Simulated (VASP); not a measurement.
H4C2O, 28 atoms in the cell. The cell holds an amorphous packing of atoms, 28 atoms: a = 7.114 Å, b = 7.114 Å, c = 7.114 Å, α = 90.00°, β = 90.00°, γ = 90.00°. 

```yaml
Program: VASP 6.6.1
Task: single point
Functional: PBE
Potentials_or_basis: VASP PAW PBE potentials, release 64 (C, H, O)
Cutoff: 520 eV
k_mesh: 1 × 1 × 1
Occupations: fermi-dirac, width 0.05 eV
Spin: no spin polarisation
Dipole_correction: no
Further_INCAR_settings: LREAL = Auto; ALGO = Normal; EDIFF = 1e-07; NBANDS = 56
```

Potentials or basis: VASP PAW PBE potentials, release 64 (C, H, O).

Command:

```sh
$ cat potpaw_PBE.64/C/POTCAR potpaw_PBE.64/H/POTCAR potpaw_PBE.64/O/POTCAR > POTCAR
$ mpirun -np 1 vasp_gam > vasp.out
```

Hardware: 1 thread of Intel Xeon 8259CL, on a shared host.

Task: How long does it take, and how much memory?

Result: Wall time 67 s on 1 thread of Intel Xeon 8259CL, with other jobs on the host, peak memory 0.36 GiB. Counts: scf iterations 17, k points 1.
